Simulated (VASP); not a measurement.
Input of a VASP 6.6.1 run:

Contents of INCAR:

```
  PREC = Accurate
  ENCUT = 520
  EDIFF = 1E-7
  ISMEAR = 0
  SIGMA = 0.1
  LREAL = F
  LASPH = T
  NELM = 60
  ALGO = Normal
  ISIF = 2
  LWAVE = F
  LCHARG = F
  GGA = PE
  NBANDS = 44
```

File KPOINTS:

```
Automatic mesh
0
Gamma
  6 6 2
```

The input POSCAR:

```
Ge2F
1.0
    3.4141043968      0.0000000000      0.0000000000
    0.0000000000      3.4141043968      0.0000000000
    0.0000000000      0.0000000000      9.6172243865
Ge F
4 2
Direct
    0.0000000000      0.5000000000      0.1834207432
    0.0000000000      0.5000000000      0.6834207432
    0.5000000000      0.0000000000      0.3165792568
    0.5000000000      0.0000000000      0.8165792568
    0.0000000000      0.0000000000      0.0000000000
    0.5000000000      0.5000000000      0.5000000000
```

Potentials or basis: VASP PAW PBE potentials, release 64 (Ge_d, F).

The run is started by

```bash
$ cat potpaw_PBE.64/Ge_d/POTCAR potpaw_PBE.64/F/POTCAR > POTCAR
$ mpirun -np 1 vasp_std > vasp.out
```

**Question.** What does it give for the largest force?

**Answer.** 0.006 eV/Å.

**Question.** Predict the band gap on the k mesh.

**Answer.** Zero (bands 35 and 36 overlap by 4.14 eV).

**Question.** Estimate the pressure.

**Answer.** 0.1 GPa.

Stress tensor (GPa, compression positive):
```
 0.14  0.00  0.00
 0.00  0.14  0.00
 0.00  0.00 -0.10
```
